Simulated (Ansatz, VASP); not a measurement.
# Two plane-wave programs on CoO

INCAR

```
PREC     = Accurate       # precision mode
ENCUT    = 700            # plane-wave cutoff, eV
EDIFF    = 1E-6           # SCF threshold, eV
ISMEAR   = 0              # smearing method
SIGMA    = 0.02           # smearing width, eV
LREAL    = False          # projectors in reciprocal space
LASPH    = True           # aspherical terms in the spheres
NELM     = 200            # most SCF steps
ALGO     = Normal         # electronic algorithm
ISIF     = 2              # what is computed and relaxed
LWAVE    = False          # write WAVECAR
LCHARG   = True           # write CHGCAR
LMAXMIX  = 4              # l up to which the mixer works
LDAU     = True           # DFT+U
LDAUTYPE = 2            
LDAUL    = 2 -1           # shell
LDAUU    = 3.32 0         # U, eV
LDAUJ    = 0 0          
LDAUPRINT= 1            
GGA      = PE             # functional
LELF     = True           # ELF
LVHAR    = True         
NBANDS   = 18             # bands
GGA_COMPAT= False
```

The input KPOINTS:

```
regular mesh
0
Gamma
  12 12 12
```

POSCAR

```
CoO
1.0
   -1.5080001529      1.5080001529      2.1072499549
    1.5080001529     -1.5080001529      2.1072499549
    1.5080001529      1.5080001529     -2.1072499549
Co O
1 1
Direct
    0.0000000000      0.0000000000      0.0000000000
    0.5000000000      0.5000000000      0.0000000000
```

Input for Ansatz:

```yaml
crystal:
  lattice:
    - [-1.5080001529, 1.5080001529, 2.1072499549]
    - [1.5080001529, -1.5080001529, 2.1072499549]
    - [1.5080001529, 1.5080001529, -2.1072499549]
  atoms:
    - { symbol: Co, position: [0.0, 0.0, 0.0] }
    - { symbol: O, position: [0.5, 0.5, 0.0] }
basis:
  ecutwfc: 420
kpoints:
  mp_grid: { grid: [12, 12, 12] }
hamiltonian:
  xc: pbe
  hubbard: { sites: [{ species: Co, l: d, u_eff: 3.32 }] }
scf:
  occupations: { method: gaussian, width: 0.02 }
output:
  forces: true
  stress: true
  eigenvalues: true
```

Alike in both runs: task single point; functional PBE; k mesh 12 × 12 × 12; occupations gaussian, width 0.02 eV; no spin polarisation; Hubbard terms Co d U = 3.32 eV.

|  | VASP | Ansatz |
| --- | --- | --- |
| version | VASP 6.6.1 | Ansatz 0.2.0 |
| potentials or method | VASP PAW PBE potentials, release 64 (Co_sv, O), cutoff 700 eV | scalar-relativistic, plane waves, PAW |
| valence electrons in the cell | 23 | 23 |

|  | VASP | Ansatz | Ansatz less VASP |
| --- | --- | --- | --- |
| gap on the k mesh at the Fermi level (eV) | none | none | - |
| pressure (GPa) | -18.3 | -17.4 | +0.96 |
| traceless stress, the component that is largest in VASP (GPa) | -0.25 | -0.41 | -0.156 |

The programs project onto different local orbitals, so the same U acts differently, and such runs can settle in different states. A gap of «none» marks a metal or a gap that the smearing closes. Ansatz's warnings: filled band counts differ across k points.
